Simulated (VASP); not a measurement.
# TiO2 (P4_2/mnm) in VASP: further runs

The runs below take TiO2 through single point, with PBE+U.

All numbers are computed with VASP 6.6.1; they aren't measurements. Logs are shortened: lines on timing, memory, paths and dates and some standing lists are left out, and cuts for length are marked.

## (1) The cell of the first run

Symmetry: P4_2/mnm, No. 136, tetragonal system. Conventional cell: a = 4.756 Å, b = 4.756 Å, c = 3.033 Å, α = 90.00°, β = 90.00°, γ = 90.00°. Within 2.6 Å of Ti (site symmetry mmm) lie 6 O at 1.99 to 2.07 Å. O (site symmetry m2m) has 3 Ti at 1.99 to 2.07 Å and 1 O at 2.58 Å within 2.6 Å.

## (2) Single point, PBE+U (11.44 Å³/atom)

INCAR

```
SYSTEM = TiO2
ALGO     = Normal         ! electronic algorithm
EDIFF    = 1E-6           ! SCF threshold, eV
ENCUT    = 520            ! plane-wave cutoff, eV
GGA      = PE             ! functional
ISIF     = 2              ! what is computed and relaxed
ISMEAR   = 0              ! smearing method
LASPH    = .True.         ! aspherical terms in the spheres
LCHARG   = .False.        ! write CHGCAR
LDAU     = .True.         ! DFT+U
LDAUJ    = 0 0          
LDAUL    = 2 -1           ! shell
LDAUPRINT= 1            
LDAUTYPE = 2            
LDAUU    = 4 0            ! U, eV
LMAXMIX  = 4              ! l up to which the mixer works
LREAL    = .False.        ! projectors in reciprocal space
LWAVE    = .False.        ! write WAVECAR
NBANDS   = 33             ! bands
NELM     = 150            ! most SCF steps
PREC     = Accurate       ! precision mode
SIGMA    = 0.02           ! smearing width, eV
```

KPOINTS

```
k-points
0
Gamma
  6 6 10
  0 0 0
```

POSCAR

```
TiO2
1.0
    4.7560335948      0.0000000000      0.0000000000
    0.0000000000      4.7560335948      0.0000000000
    0.0000000000      0.0000000000      3.0334380948
Ti O
2 4
Direct
    0.0000000000      0.0000000000      0.0000000000
    0.5000000000      0.5000000000      0.5000000000
    0.3082897242      0.3082897242      0.0000000000
    0.1917102758      0.8082897242      0.5000000000
    0.6917102758      0.6917102758      0.0000000000
    0.8082897242      0.1917102758      0.5000000000
```

Potentials or basis: VASP PAW PBE potentials, release 64 (Ti_sv, O).

The run is started by

```sh
> cat potpaw_PBE.64/Ti_sv/POTCAR potpaw_PBE.64/O/POTCAR > POTCAR
> mpirun -np 1 vasp_std > vasp.out
```

OUTCAR:

```text
SYSTEM = TiO2
   EDIFF = 1E-6
   ENCUT = 520
   GGA = PE
   ISIF = 2
   ISMEAR = 0
   LASPH = .True.
   LREAL = .False.
   NELM = 150
   PREC = Accurate

 ion  position               nearest neighbor table
   1  0.000  0.000  0.000-   4 1.99   6 1.99   4 1.99   6 1.99   5 2.07   3 2.07
   2  0.500  0.500  0.500-   3 1.99   5 1.99   3 1.99   5 1.99   4 2.07   6 2.07
   3  0.308  0.308  0.000-   2 1.99   2 1.99   1 2.07
   4  0.192  0.808  0.500-   1 1.99   1 1.99   2 2.07
   5  0.692  0.692  0.000-   2 1.99   2 1.99   1 2.07
   6  0.808  0.192  0.500-   1 1.99   1 1.99   2 2.07

  LATTYP: Found a simple tetragonal cell.
 ALAT       =     4.7560335948
 C/A-ratio  =     0.6378083826

  Lattice vectors:

 A1 = (   4.7560335948,   0.0000000000,   0.0000000000)
 A2 = (   0.0000000000,   4.7560335948,   0.0000000000)
 A3 = (   0.0000000000,   0.0000000000,   3.0334380948)

Analysis of symmetry for initial positions (statically):
=====================================================================
 Subroutine PRICEL returns:
 Original cell was already a primitive cell.

 Routine SETGRP: Setting up the symmetry group for a
 simple tetragonal supercell.

 Subroutine GETGRP returns: Found 16 space group operations
 (whereof  8 operations were pure point group operations)
 out of a pool of 16 trial point group operations.

The static configuration has the point symmetry D_2h.
 The point group associated with its full space group is D_4h.

Analysis of symmetry for dynamics (positions and initial velocities):
=====================================================================
 Subroutine PRICEL returns:
 Original cell was already a primitive cell.

 Routine SETGRP: Setting up the symmetry group for a
 simple tetragonal supercell.

 Subroutine GETGRP returns: Found 16 space group operations
 (whereof  8 operations were pure point group operations)
 out of a pool of 16 trial point group operations.

The dynamic configuration has the point symmetry D_2h.
 The point group associated with its full space group is D_4h.

 Subroutine INISYM returns: Found 16 space group operations
 (whereof  8 operations are pure point group operations),
 and found     1 'primitive' translations

----------------------------------------------------------------------------------------

                                     Primitive cell

  volume of cell :      68.6159

  direct lattice vectors                    reciprocal lattice vectors
     4.756033595  0.000000000  0.000000000     0.210259238  0.000000000  0.000000000
     0.000000000  4.756033595  0.000000000     0.000000000  0.210259238  0.000000000
     0.000000000  0.000000000  3.033438095     0.000000000  0.000000000  0.329658944

  length of vectors
     4.756033595  4.756033595  3.033438095     0.210259238  0.210259238  0.329658944

  position of ions in fractional coordinates (direct lattice)
     0.000000000  0.000000000  0.000000000
     0.500000000  0.500000000  0.500000000
     0.308289724  0.308289724  0.000000000
     0.191710276  0.808289724  0.500000000
     0.691710276  0.691710276  0.000000000
     0.808289724  0.191710276  0.500000000

  ion indices of the primitive-cell ions
   primitive index   ion index
                 1           1
                 2           2
                 3           3
                 4           4
                 5           5
                 6           6
[... 105 lines left out ...]
   LEPSILON=     F    determine dielectric tensor
   LRPA    =     F    only Hartree local field effects (RPA)
 non-spin polarized calculation
 Gauss-broadening in eV      SIGMA  =   0.02
  energy-cutoff  :      520.00
  volume of cell :       68.62
 maximum number of plane-waves:      1872
 NGX is ok and might be reduce to    36
   NGX = 17   NGY = 17   NGZ = 11

atom =   1  type =  1  l = 2

 onsite density matrix

spin component  1

  0.1772  0.0000 -0.0672  0.0000 -0.0000
  0.0000  0.1808  0.0000 -0.0851  0.0000
 -0.0672  0.0000  0.1212  0.0000  0.0000
  0.0000 -0.0851  0.0000  0.1808  0.0000
 -0.0000  0.0000  0.0000  0.0000  0.0940

spin component  2

  0.1772  0.0000 -0.0672  0.0000 -0.0000
  0.0000  0.1808  0.0000 -0.0851  0.0000
 -0.0672  0.0000  0.1212  0.0000  0.0000
  0.0000 -0.0851  0.0000  0.1808  0.0000
 -0.0000  0.0000  0.0000  0.0000  0.0940

 occupancies and eigenvectors

  o =  0.0764  v = -0.5547  0.0000 -0.8320  0.0000  0.0000  0.0000  0.0000  0.0000  0.0000  0.0000      0.0000  0.0000  0.0000  0.0000  0.0000  0.0000  0.0000  0.0000  0.0000  0.0000
  o =  0.0764  v =  0.0000  0.0000  0.0000  0.0000  0.0000 -0.5547  0.0000 -0.8320  0.0000  0.0000      0.0000  0.0000  0.0000  0.0000  0.0000  0.0000  0.0000  0.0000  0.0000  0.0000
  o =  0.0940  v = -0.0000 -0.0000 -0.0000  0.0000 -1.0000  0.0000  0.0000  0.0000  0.0000  0.0000      0.0000  0.0000  0.0000  0.0000  0.0000  0.0000  0.0000  0.0000  0.0000  0.0000
  o =  0.0940  v =  0.0000  0.0000  0.0000  0.0000  0.0000 -0.0000 -0.0000 -0.0000  0.0000 -1.0000      0.0000  0.0000  0.0000  0.0000  0.0000  0.0000  0.0000  0.0000  0.0000  0.0000
  o =  0.0958  v =  0.0000 -0.7071  0.0000 -0.7071  0.0000  0.0000  0.0000  0.0000  0.0000  0.0000      0.0000  0.0000  0.0000  0.0000  0.0000  0.0000  0.0000  0.0000  0.0000  0.0000
  o =  0.0958  v =  0.0000  0.0000  0.0000  0.0000  0.0000  0.0000 -0.7071  0.0000 -0.7071  0.0000      0.0000  0.0000  0.0000  0.0000  0.0000  0.0000  0.0000  0.0000  0.0000  0.0000
  o =  0.2220  v = -0.8320  0.0000  0.5547  0.0000  0.0000  0.0000  0.0000  0.0000  0.0000  0.0000      0.0000  0.0000  0.0000  0.0000  0.0000  0.0000  0.0000  0.0000  0.0000  0.0000
  o =  0.2220  v =  0.0000  0.0000  0.0000  0.0000  0.0000 -0.8320  0.0000  0.5547  0.0000  0.0000      0.0000  0.0000  0.0000  0.0000  0.0000  0.0000  0.0000  0.0000  0.0000  0.0000
  o =  0.2659  v =  0.0000  0.0000  0.0000  0.0000  0.0000  0.0000 -0.7071  0.0000  0.7071  0.0000      0.0000  0.0000  0.0000  0.0000  0.0000  0.0000  0.0000  0.0000  0.0000  0.0000
  o =  0.2659  v =  0.0000 -0.7071  0.0000  0.7071  0.0000  0.0000  0.0000  0.0000  0.0000  0.0000      0.0000  0.0000  0.0000  0.0000  0.0000  0.0000  0.0000  0.0000  0.0000  0.0000

atom =   2  type =  1  l = 2

 onsite density matrix

spin component  1

  0.1772  0.0000  0.0672  0.0000 -0.0000
  0.0000  0.1808  0.0000  0.0851  0.0000
  0.0672  0.0000  0.1212  0.0000 -0.0000
  0.0000  0.0851  0.0000  0.1808  0.0000
 -0.0000  0.0000 -0.0000  0.0000  0.0940

spin component  2

  0.1772  0.0000  0.0672  0.0000 -0.0000
  0.0000  0.1808  0.0000  0.0851  0.0000
  0.0672  0.0000  0.1212  0.0000 -0.0000
  0.0000  0.0851  0.0000  0.1808  0.0000
 -0.0000  0.0000 -0.0000  0.0000  0.0940

 occupancies and eigenvectors

  o =  0.0764  v = -0.5547  0.0000  0.8320  0.0000  0.0000  0.0000  0.0000  0.0000  0.0000  0.0000      0.0000  0.0000  0.0000  0.0000  0.0000  0.0000  0.0000  0.0000  0.0000  0.0000
  o =  0.0764  v =  0.0000  0.0000  0.0000  0.0000  0.0000 -0.5547  0.0000  0.8320  0.0000  0.0000      0.0000  0.0000  0.0000  0.0000  0.0000  0.0000  0.0000  0.0000  0.0000  0.0000
  o =  0.0940  v = -0.0000 -0.0000  0.0000  0.0000 -1.0000  0.0000  0.0000  0.0000  0.0000  0.0000      0.0000  0.0000  0.0000  0.0000  0.0000  0.0000  0.0000  0.0000  0.0000  0.0000
  o =  0.0940  v =  0.0000  0.0000  0.0000  0.0000  0.0000 -0.0000 -0.0000  0.0000  0.0000 -1.0000      0.0000  0.0000  0.0000  0.0000  0.0000  0.0000  0.0000  0.0000  0.0000  0.0000
  o =  0.0958  v =  0.0000  0.7071  0.0000 -0.7071 -0.0000  0.0000  0.0000  0.0000  0.0000  0.0000      0.0000  0.0000  0.0000  0.0000  0.0000  0.0000  0.0000  0.0000  0.0000  0.0000
  o =  0.0958  v =  0.0000  0.0000  0.0000  0.0000  0.0000  0.0000  0.7071  0.0000 -0.7071 -0.0000      0.0000  0.0000  0.0000  0.0000  0.0000  0.0000  0.0000  0.0000  0.0000  0.0000
  o =  0.2220  v = -0.8320  0.0000 -0.5547  0.0000  0.0000  0.0000  0.0000  0.0000  0.0000  0.0000      0.0000  0.0000  0.0000  0.0000  0.0000  0.0000  0.0000  0.0000  0.0000  0.0000
  o =  0.2220  v =  0.0000  0.0000  0.0000  0.0000  0.0000 -0.8320  0.0000 -0.5547  0.0000  0.0000      0.0000  0.0000  0.0000  0.0000  0.0000  0.0000  0.0000  0.0000  0.0000  0.0000
  o =  0.2659  v =  0.0000  0.0000  0.0000  0.0000  0.0000  0.0000  0.7071  0.0000  0.7071 -0.0000      0.0000  0.0000  0.0000  0.0000  0.0000  0.0000  0.0000  0.0000  0.0000  0.0000
  o =  0.2659  v =  0.0000  0.7071  0.0000  0.7071 -0.0000  0.0000  0.0000  0.0000  0.0000  0.0000      0.0000  0.0000  0.0000  0.0000  0.0000  0.0000  0.0000  0.0000  0.0000  0.0000

 number of electron      47.9999989 magnetization

 Free energy of the ion-electron system (eV)
  ---------------------------------------------------
  ext. energy  EPLUGINS =         0.00000000
  ---------------------------------------------------
  free energy    TOTEN  =       -48.39592204 eV

  energy without entropy =      -48.39592204  energy(sigma->0) =      -48.39592204

 E-fermi :   4.2658     XC(G=0): -10.9198

 val. band max:        4.1345730159   @ k =   0.0000   0.0000   0.0000
 cond. band min:       6.3986801148   @ k =   0.5000   0.5000   0.0000
 fundamental gap:      2.2641070988
 Fermi energy:         4.2658475208

 k-point     1 :       0.0000    0.0000    0.0000
  band No.  band energies     occupation
      1     -54.0955      2.00000
      2     -54.0863      2.00000
      3     -30.2785      2.00000
      4     -30.2785      2.00000
      5     -30.1809      2.00000
      6     -30.1809      2.00000
[... 853 lines left out ...]
     32       8.8485      0.00000
     33       9.9194      0.00000

 [... further k-points ...]

------------------------ aborting loop because EDIFF is reached ----------------------------------------

  FORCE on cell =-STRESS in cart. coord.  units (eV):
  Direction    XX          YY          ZZ          XY          YZ          ZX
  --------------------------------------------------------------------------------------
  -------------------------------------------------------------------------------------
  Total       -3.0154970     -3.0154970     -2.6446274     -0.0000000      0.0000000      0.0000000
  in kB      -70.4116496    -70.4116496    -61.7518694     -0.0000000      0.0000000      0.0000000
  external PRESSURE =     -67.5250562 kB  Pullay stress =       0.0000000 kB

 VOLUME and BASIS-vectors are now :
 -----------------------------------------------------------------------------
  energy-cutoff  :      520.00
  volume of cell :       68.62
      direct lattice vectors                 reciprocal lattice vectors
     4.756033595  0.000000000  0.000000000     0.210259238  0.000000000  0.000000000
     0.000000000  4.756033595  0.000000000     0.000000000  0.210259238  0.000000000
     0.000000000  0.000000000  3.033438095     0.000000000  0.000000000  0.329658944

 POSITION                                       TOTAL-FORCE (eV/Angst)
 -----------------------------------------------------------------------------------
      0.00000      0.00000      0.00000         0.000000      0.000000     -0.000000
      2.37802      2.37802      1.51672         0.000000      0.000000     -0.000000
      1.46624      1.46624      0.00000        -0.125630     -0.125630     -0.000000
      0.91178      3.84425      1.51672         0.125630     -0.125630     -0.000000
      3.28980      3.28980      0.00000         0.125630      0.125630      0.000000
      3.84425      0.91178      1.51672        -0.125630      0.125630      0.000000
 -----------------------------------------------------------------------------------
    total drift:                               -0.000000      0.000000     -0.000000

  FREE ENERGIE OF THE ION-ELECTRON SYSTEM (eV)
  ---------------------------------------------------
  free  energy   TOTEN  =       -48.3959220394 eV

  energy  without entropy=      -48.3959220394  energy(sigma->0) =      -48.39592204
```

It took 49 s on 1 thread of Intel Xeon 6975P-C (Granite Rapids), shared host; peak memory 0.24 GiB.

What came out:

```yaml
Free_energy: -48.3959 eV
Pressure: -6.8 GPa
Largest_force: 0.178 eV/Å
Band_gap_on_the_k_mesh: 2.26 eV
```

Forces in eV/Å, atoms in the order of the input:
```
Ti   0.000  0.000  0.000
Ti   0.000  0.000  0.000
O   -0.126 -0.126  0.000
O    0.126 -0.126  0.000
O    0.126  0.126  0.000
O   -0.126  0.126  0.000
```

Stress tensor (GPa, compression positive):
```
-7.04  0.00  0.00
 0.00 -7.04  0.00
 0.00  0.00 -6.18
```

Eigenvalues of the final occupation matrices:
```
    site  spin  trace               eigenvalues
site 1 d     1   0.75  0.08 0.09 0.10 0.22 0.27
site 1 d     2   0.75  0.08 0.09 0.10 0.22 0.27
site 2 d     1   0.75  0.08 0.09 0.10 0.22 0.27
site 2 d     2   0.75  0.08 0.09 0.10 0.22 0.27
```

Caveat: the cell stands under tension.

## (3) Single point, PBE+U (11.87 Å³/atom)

This run uses another cell than the first one, of 11.87 Å³/atom.

INCAR

```
SYSTEM = TiO2
PREC     = Accurate       ! precision mode
ENCUT    = 520            ! plane-wave cutoff, eV
EDIFF    = 1E-6           ! SCF threshold, eV
ISMEAR   = 0              ! smearing method
SIGMA    = 0.02           ! smearing width, eV
LREAL    = .FALSE.        ! projectors in reciprocal space
LASPH    = .TRUE.         ! aspherical terms in the spheres
NELM     = 150            ! most SCF steps
ALGO     = Normal         ! electronic algorithm
ISIF     = 2              ! what is computed and relaxed
LWAVE    = .FALSE.        ! write WAVECAR
LCHARG   = .FALSE.        ! write CHGCAR
LMAXMIX  = 4              ! l up to which the mixer works
LDAU     = .TRUE.         ! DFT+U
LDAUTYPE = 2            
LDAUL    = 2 -1           ! shell
LDAUU    = 4 0            ! U, eV
LDAUJ    = 0 0          
LDAUPRINT= 1            
GGA      = PE             ! functional
NBANDS   = 33             ! bands
```

KPOINTS

```
Automatic mesh
0
G
  6 6 10
  0 0 0
```

POSCAR

```
TiO2
1.0
    4.8362958958      0.0000000000      0.0000000000
    0.0000000000      4.8362958958      0.0000000000
    0.0000000000      0.0000000000      3.0442902402
Ti O
2 4
Direct
    0.0000000000      0.0000000000      0.0000000000
    0.5000000000      0.5000000000      0.5000000000
    0.3107846428      0.3107846428      0.0000000000
    0.1892153572      0.8107846428      0.5000000000
    0.6892153572      0.6892153572      0.0000000000
    0.8107846428      0.1892153572      0.5000000000
```

Potentials or basis: VASP PAW PBE potentials, release 64 (Ti_sv, O).

The run is started by

```sh
> cat potpaw_PBE.64/Ti_sv/POTCAR potpaw_PBE.64/O/POTCAR > POTCAR
> mpirun -np 1 vasp_std > vasp.out
```

Run time: 52 s. Hardware: 1 thread of Intel Xeon 6975P-C (Granite Rapids), shared host; peak memory 0.24 GiB.

It converged, with:

```yaml
Free_energy: -48.2316 eV
Pressure: -11.7 GPa
Largest_force: 0.212 eV/Å
Band_gap_on_the_k_mesh: 2.28 eV
```

Forces in eV/Å, atoms in the order of the input:
```
Ti   0.000  0.000  0.000
Ti   0.000  0.000  0.000
O   -0.150 -0.150  0.000
O    0.150 -0.150  0.000
O    0.150  0.150  0.000
O   -0.150  0.150  0.000
```

Stress tensor (GPa, compression positive):
```
-11.99   0.00   0.00
  0.00 -11.99   0.00
  0.00   0.00 -10.99
```

Levels at points of the mesh, in eV from the valence-band top:
```csv
k point,band 22,band 23,band 24,band 25,band 26,band 27
"(0.00, 0.00, 0.00)",-0.36,-0.36,0.00,2.28,2.54,2.80
"(0.50, 0.00, 0.00)",-1.34,-0.62,-0.62,2.82,2.82,3.12
"(0.50, 0.50, 0.00)",-1.18,-0.88,-0.88,2.29,2.29,2.81
"(0.00, 0.00, 0.50)",-1.67,-1.33,-1.33,3.00,3.00,3.40
"(0.50, 0.00, 0.50)",-1.74,-0.80,-0.80,2.30,2.30,3.43
"(0.50, 0.50, 0.50)",-0.86,-0.71,-0.71,2.75,2.75,3.40
```

Eigenvalues of the final occupation matrices:
| site | spin | trace | eigenvalues |
| --- | --- | --- | --- |
| site 1 d | 1 | 0.74 | 0.08 0.09 0.10 0.21 0.27 |
| site 1 d | 2 | 0.74 | 0.08 0.09 0.10 0.21 0.27 |
| site 2 d | 1 | 0.74 | 0.08 0.09 0.10 0.21 0.27 |
| site 2 d | 2 | 0.74 | 0.08 0.09 0.10 0.21 0.27 |

Caveat: the cell stands under tension. A k mesh can miss the band edges.
